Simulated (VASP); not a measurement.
# Ti (Fm-3m) in VASP: further runs

Runs on Ti. Level: r2SCAN. Tasks: single point.

Program: VASP 6.6.1. These are calculated values, not measurements. Logs are shortened: lines on timing, memory, paths and dates and some standing lists are left out, and cuts for length are marked.

**1. The cell of the first run**

Symmetry: Fm-3m, No. 225, cubic system. The conventional cell has a = 3.937 Å, b = 3.937 Å, c = 3.937 Å, α = 90.00°, β = 90.00°, γ = 90.00°. Ti (site symmetry m-3m) has 12 Ti at 2.78 Å within 3.7 Å.

This isn't the form of Ti at room conditions, which is hcp.

**2. Single point, r2SCAN, collinear spin (15.26 Å³/atom)**

POSCAR reads:

```
Ti
1.0
    0.0000000000      1.9686689869      1.9686689869
    1.9686689869      0.0000000000      1.9686689869
    1.9686689869      1.9686689869      0.0000000000
Ti
1
Direct
    0.0000000000      0.0000000000      0.0000000000
```

INCAR.step1 reads:

```
PREC = Accurate
ENCUT = 520
ISMEAR = -1
SIGMA = 0.05
LREAL = False
LASPH = True
NELM = 150
ISPIN = 2
MAGMOM = 1
LMAXMIX = 4
NBANDS = 16
GGA = PE
ALGO = Normal
EDIFF = 1E-4
LWAVE = True
LCHARG = False
```

INCAR.step2 reads:

```
PREC = Accurate
ENCUT = 520
EDIFF = 1E-7
ISMEAR = -1
SIGMA = 0.05
LREAL = False
LASPH = True
NELM = 150
ALGO = Normal
ISIF = 2
LWAVE = False
LCHARG = False
ISPIN = 2
MAGMOM = 1
LORBIT = 11
LMAXMIX = 4
METAGGA = R2SCAN
LMIXTAU = True
NBANDS = 16
ISTART = 1
```

KPOINTS reads:

```
regular mesh
0
Gamma
  15 15 15
```

Potentials or basis: VASP PAW PBE potentials, release 64 (Ti_sv).

The run is started by

```
cat potpaw_PBE.64/Ti_sv/POTCAR > POTCAR
cp INCAR.step1 INCAR
mpirun -np 1 vasp_std > vasp.out
cp INCAR.step2 INCAR
mpirun -np 1 vasp_std > vasp.out
```

OUTCAR:

```text
PREC = Accurate
   ENCUT = 520
   EDIFF = 1E-7
   ISMEAR = -1
   LREAL = False
   LASPH = True
   NELM = 150
   ISIF = 2
   ISPIN = 2
   LORBIT = 11
   METAGGA = R2SCAN
   ISTART = 1

 ion  position               nearest neighbor table
   1  0.000  0.000  0.000-

  LATTYP: Found a face centered cubic cell.
 ALAT       =     3.9373379738

  Lattice vectors:

 A1 = (   0.0000000000,   1.9686689869,   1.9686689869)
 A2 = (   1.9686689869,   0.0000000000,   1.9686689869)
 A3 = (   1.9686689869,   1.9686689869,   0.0000000000)

Analysis of symmetry for initial positions (statically):
=====================================================================
 Subroutine PRICEL returns:
 Original cell was already a primitive cell.

 Routine SETGRP: Setting up the symmetry group for a
 face centered cubic supercell.

 Subroutine GETGRP returns: Found 48 space group operations
 (whereof 48 operations were pure point group operations)
 out of a pool of 48 trial point group operations.

The static configuration has the point symmetry O_h .

Analysis of symmetry for dynamics (positions and initial velocities):
=====================================================================
 Subroutine PRICEL returns:
 Original cell was already a primitive cell.

 Routine SETGRP: Setting up the symmetry group for a
 face centered cubic supercell.

 Subroutine GETGRP returns: Found 48 space group operations
 (whereof 48 operations were pure point group operations)
 out of a pool of 48 trial point group operations.

The dynamic configuration has the point symmetry O_h .

Analysis of structural, dynamic, and magnetic symmetry:
=====================================================================
 Subroutine PRICEL returns:
 Original cell was already a primitive cell.

 Routine SETGRP: Setting up the symmetry group for a
 face centered cubic supercell.

 Subroutine GETGRP returns: Found 48 space group operations
 (whereof 48 operations were pure point group operations)
 out of a pool of 48 trial point group operations.

The overall configuration has the point symmetry O_h .

 Subroutine INISYM returns: Found 48 space group operations
 (whereof 48 operations are pure point group operations),
 and found     1 'primitive' translations

----------------------------------------------------------------------------------------

                                     Primitive cell

  volume of cell :      15.2598

  direct lattice vectors                    reciprocal lattice vectors
     0.000000000  1.968668987  1.968668987    -0.253978705  0.253978705  0.253978705
     1.968668987  0.000000000  1.968668987     0.253978705 -0.253978705  0.253978705
     1.968668987  1.968668987  0.000000000     0.253978705  0.253978705 -0.253978705

  length of vectors
     2.784118381  2.784118381  2.784118381     0.439904021  0.439904021  0.439904021

  position of ions in fractional coordinates (direct lattice)
     0.000000000  0.000000000  0.000000000

  ion indices of the primitive-cell ions
   primitive index   ion index
                 1           1

----------------------------------------------------------------------------------------

 KPOINTS: regular mesh

Automatic generation of k-mesh.
 Grid dimensions read from file:
 generate k-points for:   15   15   15

 Generating k-lattice:

  Cartesian coordinates                     Fractional coordinates (reciprocal lattice)
    -0.016931914  0.016931914  0.016931914     0.066666667  0.000000000  0.000000000
     0.016931914 -0.016931914  0.016931914     0.000000000  0.066666667  0.000000000
     0.016931914  0.016931914 -0.016931914     0.000000000  0.000000000  0.066666667

  Length of vectors
     0.029326935  0.029326935  0.029326935

  Shift w.r.t. Gamma in fractional coordinates (k-lattice)
     0.000000000  0.000000000  0.000000000

 Subroutine IBZKPT returns following result:
 ===========================================

 Found    120 irreducible k-points:

 Following reciprocal coordinates:
            Coordinates               Weight
  0.000000  0.000000  0.000000      1.000000
  0.066667  0.000000  0.000000      8.000000
  0.133333  0.000000  0.000000      8.000000
  0.200000  0.000000  0.000000      8.000000
  0.266667  0.000000  0.000000      8.000000
  0.333333  0.000000  0.000000      8.000000
[... 16 lines left out ...]
  0.133333  0.133333  0.000000      6.000000
  0.200000  0.133333  0.000000     24.000000
 [... further k-points ...]
   k-points           NKPTS =    120   k-points in BZ     NKDIM =    120   number of bands    NBANDS=     16
   number of dos      NEDOS =    301   number of ions     NIONS =      1
   total plane-waves  NPLWV =  13824
   dimension x,y,z NGX =    24 NGY =   24 NGZ =   24
   dimension x,y,z NGXF=    48 NGYF=   48 NGZF=   48
   ions per type =               1
   NGX,Y,Z   is equivalent  to a cutoff of  14.33, 14.33, 14.33 a.u.
   NGXF,Y,Z  is equivalent  to a cutoff of  28.66, 28.66, 28.66 a.u.
 SYSTEM =  unknown system
   PREC   = accura    normal or accurate (medium, high low for compatibility)
   ISTART =      1    job   : 0-new  1-cont  2-samecut
   ICHARG =      0    charge: 1-file 2-atom 10-const
   ISPIN  =      2    spin polarized calculation?
   LNONCOLLINEAR =      F non collinear calculations
   LSORBIT =      F    spin-orbit coupling
   LASPH  =      T    aspherical Exc in radial PAW
   ENCUT  =  520.0 eV  38.22 Ry    6.18 a.u.   5.18  5.18  5.18*2*pi/ulx,y,z
   NELM   =    150;   NELMIN=  2; NELMDL=  0     # of ELM steps
   EDIFF  = 0.1E-06   stopping-criterion for ELM
   LREAL  =      F    real-space projection
   EDIFFG = 0.1E-05   stopping-criterion for IOM
   NSW    =      0    number of steps for IOM
   IBRION =     -1    ionic relax: 0-MD 1-quasi-New 2-CG
   NFREE  =      0    steps in history (QN), initial steepest desc. (CG)
   ISIF   =      2    stress and relaxation
   ISYM   =      2    0-nonsym 1-usesym 2-fastsym
   POTIM  = 0.5000    time-step for ionic-motion
   TEBEG  =    0.0;   TEEND  =   0.0 temperature during run
   PSTRESS=    0.0 pullay stress
   NELECT =      12.0000    total number of electrons
   NUPDOWN=      -1.0000    fix difference up-down
   EMIN   =  10.00;   EMAX   =-10.00  energy-range for DOS
   EFERMI =   0.00;   METHOD = LEGACY
   ISMEAR =    -1;   SIGMA  =   0.05  broadening in eV -4-tet -1-fermi 0-gaus
   EFERMI_NEDOS =   21; number of points for ismear=-14 and -15
   IALGO  =     38    algorithm
   IMIX   =      4    mixing-type and parameters
     AMIX     =   0.40;   BMIX     =  1.00
     AMIX_MAG =   1.60;   BMIX_MAG =  1.00
  volume/ion in A,a.u.               =      15.26       102.98
  Fermi-wavevector in a.u.,A,eV,Ry     =   1.511075  2.855517 31.066811  2.283346
  Thomas-Fermi vector in A             =   2.621180
   LORBIT       =     11    0 simple, 1 ext, 2 COOP (PROOUT), +10 PAW based schemes
   METAGGA = R2SCAN    functional components
   LHFCALC =     F    Hartree Fock is set to
   AEXX    =    0.0000 exact exchange contribution
   IVDW    =     0    specifies the selected vdW correction
   LEPSILON=     F    determine dielectric tensor
   LRPA    =     F    only Hartree local field effects (RPA)
 spin polarized calculation
  energy-cutoff  :      520.00
  volume of cell :       15.26
 maximum number of plane-waves:       424
 NGX is ok and might be reduce to    24
   NGX = 11   NGY = 11   NGZ = 11

 number of electron      12.0000000 magnetization       0.0000071

 number of electron      12.0000000 magnetization      -0.0000009

 Free energy of the ion-electron system (eV)
  ---------------------------------------------------
  ext. energy  EPLUGINS =         0.00000000
  ---------------------------------------------------
  free energy    TOTEN  =       -12.77234075 eV

  energy without entropy =      -12.76107562  energy(sigma->0) =      -12.76670818

 E-fermi :   9.7088     XC(G=0): -13.0915

 val. band max:        9.6852742473   @ k =  -0.3333   0.0667   0.0000
 cond. band min:       9.7102065010   @ k =   0.2667   0.1333   0.0667
 fundamental gap:      0.0249322536
 Fermi energy:         9.7087777437

 spin component 1

 k-point     1 :       0.0000    0.0000    0.0000
  band No.  band energies     occupation
      1     -49.1211      1.00000
      2     -23.7401      1.00000
      3     -23.7400      1.00000
      4     -23.7400      1.00000
      5       2.9746      1.00000
      6      10.7802      0.00000
[... 8 lines left out ...]
     15      36.0003      0.00000
     16      38.0094      0.00000
[... 419 lines left out ...]
 k-point    24 :       0.2000    0.1333    0.0000
  band No.  band energies     occupation
      1     -49.0456      1.00000
      2     -24.0433      1.00000
      3     -23.8309      1.00000
      4     -23.8227      1.00000
      5       4.3840      1.00000
      6       9.7645      0.24694
[... 8 lines left out ...]
     15      37.3847      0.00000
     16      37.8630      0.00000

 [... further k-points ...]

 spin component 2

 k-point     1 :       0.0000    0.0000    0.0000
  band No.  band energies     occupation
      1     -49.1211      1.00000
      2     -23.7401      1.00000
      3     -23.7401      1.00000
      4     -23.7400      1.00000
      5       2.9746      1.00000
      6      10.7802      0.00000
[... 8 lines left out ...]
     15      36.0003      0.00000
     16      38.0093      0.00000
[... 419 lines left out ...]
 k-point    24 :       0.2000    0.1333    0.0000
  band No.  band energies     occupation
      1     -49.0456      1.00000
      2     -24.0433      1.00000
      3     -23.8309      1.00000
      4     -23.8227      1.00000
      5       4.3840      1.00000
      6       9.7645      0.24694
[... 8 lines left out ...]
     15      37.3847      0.00000
     16      37.8630      0.00000

 [... further k-points ...]

------------------------ aborting loop because EDIFF is reached ----------------------------------------

  FORCE on cell =-STRESS in cart. coord.  units (eV):
  Direction    XX          YY          ZZ          XY          YZ          ZX
  --------------------------------------------------------------------------------------
  -------------------------------------------------------------------------------------
  Total        1.7501481      1.7501481      1.7501481      0.0000000      0.0000000      0.0000000
  in kB      183.7542019    183.7542019    183.7542019      0.0000000      0.0000000      0.0000000
  external PRESSURE =     183.7542019 kB  Pullay stress =       0.0000000 kB

 VOLUME and BASIS-vectors are now :
 -----------------------------------------------------------------------------
  energy-cutoff  :      520.00
  volume of cell :       15.26
      direct lattice vectors                 reciprocal lattice vectors
     0.000000000  1.968668987  1.968668987    -0.253978705  0.253978705  0.253978705
     1.968668987  0.000000000  1.968668987     0.253978705 -0.253978705  0.253978705
     1.968668987  1.968668987  0.000000000     0.253978705  0.253978705 -0.253978705

 POSITION                                       TOTAL-FORCE (eV/Angst)
 -----------------------------------------------------------------------------------
      0.00000      0.00000      0.00000         0.000000     -0.000000      0.000000
 -----------------------------------------------------------------------------------
    total drift:                                0.000000      0.000000     -0.000000

  FREE ENERGIE OF THE ION-ELECTRON SYSTEM (eV)
  ---------------------------------------------------
  free  energy   TOTEN  =       -12.7723407462 eV

  energy  without entropy=      -12.7610756153  energy(sigma->0) =      -12.76670818

 total charge

# of ion       s       p       d       tot
------------------------------------------
    1        2.273   6.160   1.963  10.396

 magnetization (x)

# of ion       s       p       d       tot
------------------------------------------
    1        0.000  -0.000  -0.000  -0.000
```

It took 93 s on 1 thread of Intel Xeon 6975P-C (Granite Rapids), shared host; peak memory 0.18 GiB.

What came out:

| Item | Value |
| --- | --- |
| Free energy | -12.7723 eV |
| Pressure | 18.4 GPa |
| Band gap on the k mesh | zero (filled and empty bands overlap) |
| Net moment | 0.00 μB per cell |
| Valence electrons inside the program's atomic spheres | Ti 10.40 |

Levels at points of the mesh, in eV from the Fermi level:
Spin up:
```csv
k point,band 2,band 3,band 4,band 5,band 6,band 7,band 8,band 9,band 10,band 11
"(0.00, 0.00, 0.00)",-33.45,-33.45,-33.45,-6.73,1.07,1.07,1.07,3.19,3.19,16.47
```
Spin down:
```
           k point  band 4  band 5  band 6  band 7  band 8  band 9
(0.00, 0.00, 0.00)  -33.45   -6.73    1.07    1.07    1.07    3.19
```

Caveat: the cell stands under pressure; the PAW data sets were made with another functional, which shifts forces and pressure a little.

(Continued in part 2 of 2.)
